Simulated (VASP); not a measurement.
# MgS (Fm-3m) in VASP: notebook, part 2 of 2

VASP 6.6.1.

**3. Single point, PBE**

This run uses another cell than the first one, of 18.95 Å³/atom.

Input file INCAR:

```
PREC = Accurate
ENCUT = 600
EDIFF = 1E-6
ISMEAR = 0
SIGMA = 0.02
LREAL = F
LASPH = T
NELM = 120
ALGO = Normal
ISIF = 2
LWAVE = F
LCHARG = F
GGA = PE
NBANDS = 11
GGA_COMPAT = F
```

Input file KPOINTS:

```
regular mesh
0
Gamma
  10 10 10
```

Input file POSCAR:

```
MgS
1.0
    0.0000000000      2.6661423961      2.6661423961
    2.6661423961      0.0000000000      2.6661423961
    2.6661423961      2.6661423961      0.0000000000
Mg S
1 1
Direct
    0.0000000000      0.0000000000      0.0000000000
    0.5000000000      0.5000000000      0.5000000000
```

Potentials or basis: VASP PAW PBE potentials, release 64 (Mg, S).

Run with:

```
> cat potpaw_PBE.64/Mg/POTCAR potpaw_PBE.64/S/POTCAR > POTCAR
> mpirun -np 1 vasp_std > vasp.out
```

OUTCAR:

```text
PREC = Accurate
   ENCUT = 600
   EDIFF = 1E-6
   ISMEAR = 0
   LREAL = F
   LASPH = T
   NELM = 120
   ISIF = 2
   GGA = PE

 ion  position               nearest neighbor table
   1  0.000  0.000  0.000-   2 2.67   2 2.67   2 2.67   2 2.67   2 2.67   2 2.67
   2  0.500  0.500  0.500-   1 2.67   1 2.67   1 2.67   1 2.67   1 2.67   1 2.67

  LATTYP: Found a face centered cubic cell.
 ALAT       =     5.3322847922

  Lattice vectors:

 A1 = (   0.0000000000,   2.6661423961,   2.6661423961)
 A2 = (   2.6661423961,   0.0000000000,   2.6661423961)
 A3 = (   2.6661423961,   2.6661423961,   0.0000000000)

Analysis of symmetry for initial positions (statically):
=====================================================================
 Subroutine PRICEL returns:
 Original cell was already a primitive cell.

 Routine SETGRP: Setting up the symmetry group for a
 face centered cubic supercell.

 Subroutine GETGRP returns: Found 48 space group operations
 (whereof 48 operations were pure point group operations)
 out of a pool of 48 trial point group operations.

The static configuration has the point symmetry O_h .

Analysis of symmetry for dynamics (positions and initial velocities):
=====================================================================
 Subroutine PRICEL returns:
 Original cell was already a primitive cell.

 Routine SETGRP: Setting up the symmetry group for a
 face centered cubic supercell.

 Subroutine GETGRP returns: Found 48 space group operations
 (whereof 48 operations were pure point group operations)
 out of a pool of 48 trial point group operations.

The dynamic configuration has the point symmetry O_h .

 Subroutine INISYM returns: Found 48 space group operations
 (whereof 48 operations are pure point group operations),
 and found     1 'primitive' translations

----------------------------------------------------------------------------------------

                                     Primitive cell
[... 113 lines left out ...]
  Fermi-wavevector in a.u.,A,eV,Ry     =   0.974716  1.841946 12.926508  0.950072
  Thomas-Fermi vector in A             =   2.105198
   LORBIT       =      0    0 simple, 1 ext, 2 COOP (PROOUT), +10 PAW based schemes
   GGA     = PE    functional components
   LHFCALC =     F    Hartree Fock is set to
   AEXX    =    0.0000 exact exchange contribution
   IVDW    =     0    specifies the selected vdW correction
   LEPSILON=     F    determine dielectric tensor
   LRPA    =     F    only Hartree local field effects (RPA)
 non-spin polarized calculation
 Gauss-broadening in eV      SIGMA  =   0.02
  energy-cutoff  :      600.00
  volume of cell :       37.90
 maximum number of plane-waves:      1295
   NGX = 15   NGY = 15   NGZ = 15

 number of electron       8.0000001 magnetization

 Free energy of the ion-electron system (eV)
  ---------------------------------------------------
  ext. energy  EPLUGINS =         0.00000000
  ---------------------------------------------------
  free energy    TOTEN  =        -8.47320311 eV

  energy without entropy =       -8.47320311  energy(sigma->0) =       -8.47320311

 E-fermi :   3.2660     XC(G=0):  -9.3891

 val. band max:        3.0960768225   @ k =   0.0000   0.0000   0.0000
 cond. band min:       5.7083138064   @ k =   0.5000   0.5000   0.0000
 fundamental gap:      2.6122369839
 Fermi energy:         3.2660247645

 k-point     1 :       0.0000    0.0000    0.0000
  band No.  band energies     occupation
      1      -9.1745      2.00000
      2       3.0961      2.00000
      3       3.0961      2.00000
      4       3.0961      2.00000
      5       6.2532      0.00000
      6      11.0847      0.00000
      7      11.0847      0.00000
      8      11.0847      0.00000
      9      13.3554      0.00000
     10      13.3554      0.00000
     11      15.4530      0.00000
[... 309 lines left out ...]
 k-point    24 :       0.4000    0.3000    0.0000
  band No.  band energies     occupation
      1      -8.0611      2.00000
      2      -0.2254      2.00000
      3       1.6231      2.00000
      4       1.8674      2.00000
      5       6.8424      0.00000
      6       8.4615      0.00000
      7      12.0795      0.00000
      8      13.3141      0.00000
      9      14.6164      0.00000
     10      16.0490      0.00000
     11      19.1367      0.00000

 [... further k-points ...]
[... 5 lines left out ...]
  --------------------------------------------------------------------------------------
  -------------------------------------------------------------------------------------
  Total       -0.9637243     -0.9637243     -0.9637243      0.0000000      0.0000000     -0.0000000
  in kB      -40.7364688    -40.7364688    -40.7364688      0.0000000      0.0000000     -0.0000000
  external PRESSURE =     -40.7364688 kB  Pullay stress =       0.0000000 kB

 VOLUME and BASIS-vectors are now :
 -----------------------------------------------------------------------------
  energy-cutoff  :      600.00
  volume of cell :       37.90
      direct lattice vectors                 reciprocal lattice vectors
     0.000000000  2.666142396  2.666142396    -0.187536870  0.187536870  0.187536870
     2.666142396  0.000000000  2.666142396     0.187536870 -0.187536870  0.187536870
     2.666142396  2.666142396  0.000000000     0.187536870  0.187536870 -0.187536870

 POSITION                                       TOTAL-FORCE (eV/Angst)
 -----------------------------------------------------------------------------------
      0.00000      0.00000      0.00000        -0.000000     -0.000000      0.000000
      2.66614      2.66614      2.66614         0.000000      0.000000     -0.000000
 -----------------------------------------------------------------------------------
    total drift:                               -0.000000     -0.000000      0.000000

  FREE ENERGIE OF THE ION-ELECTRON SYSTEM (eV)
  ---------------------------------------------------
  free  energy   TOTEN  =        -8.4732031114 eV

  energy  without entropy=       -8.4732031114  energy(sigma->0) =       -8.47320311
```

OSZICAR:

```text
N       E                     dE             d eps       ncg     rms          rms(c)
DAV:   1     0.247751893403E+02    0.24775E+02   -0.37919E+03  1058   0.660E+02
DAV:   2    -0.725427618235E+01   -0.32029E+02   -0.30633E+02  1364   0.102E+02
DAV:   3    -0.890208314260E+01   -0.16478E+01   -0.16446E+01  1271   0.248E+01
DAV:   4    -0.891282708730E+01   -0.10744E-01   -0.10743E-01  1214   0.238E+00
DAV:   5    -0.891292167157E+01   -0.94584E-04   -0.94583E-04  1325   0.226E-01    0.412E+00
DAV:   6    -0.851549751843E+01    0.39742E+00   -0.90731E-01  1168   0.363E+00    0.318E+00
DAV:   7    -0.847414968178E+01    0.41348E-01   -0.22007E-01  1249   0.198E+00    0.216E+00
DAV:   8    -0.847360351011E+01    0.54617E-03   -0.17470E-02  1124   0.799E-01    0.997E-01
DAV:   9    -0.847319340085E+01    0.41011E-03   -0.10325E-03  1163   0.179E-01    0.375E-01
DAV:  10    -0.847320563376E+01   -0.12233E-04   -0.30414E-04  1211   0.788E-02    0.404E-02
DAV:  11    -0.847320332735E+01    0.23064E-05   -0.19097E-05  1242   0.195E-02    0.252E-02
DAV:  12    -0.847320311141E+01    0.21595E-06   -0.95476E-07   863   0.577E-03
   1 F= -.84732031E+01 E0= -.84732031E+01  d E =-.148242E-35
```

stdout:

```text
POSCAR found type information on POSCAR MgS
 POSCAR found :  2 types and       2 ions
 scaLAPACK will be used
 LDA part: xc-table for (Slater+PW92), standard interpolation
 POSCAR, INCAR and KPOINTS ok, starting setup
 FFT: planning ... GRIDC
 FFT: planning ... GRID_SOFT
 FFT: planning ... GRID
 WAVECAR not read
 entering main loop
```

Wall time 57 s (1 thread of Intel Xeon 8259CL, shared host); peak memory 0.18 GiB.

What came out:

```
Free energy            : -8.4732 eV
Pressure               : -4.1 GPa
Band gap on the k mesh : 2.61 eV (least direct gap 3.16 eV)
```

Levels at points of the mesh, in eV from the valence-band top:
| k point | band 1 | band 2 | band 3 | band 4 | band 5 | band 6 | band 7 | band 8 |
| --- | --- | --- | --- | --- | --- | --- | --- | --- |
| (0.00, 0.00, 0.00) | -12.27 | 0.00 | 0.00 | 0.00 | 3.16 | 7.99 | 7.99 | 7.99 |
| (0.50, 0.00, 0.00) | -11.14 | -4.46 | -0.51 | -0.51 | 4.44 | 6.81 | 6.81 | 9.31 |
| (0.50, 0.50, 0.00) | -10.83 | -3.82 | -1.52 | -1.52 | 2.61 | 4.60 | 11.29 | 12.60 |

Caveat: the cell stands under tension.
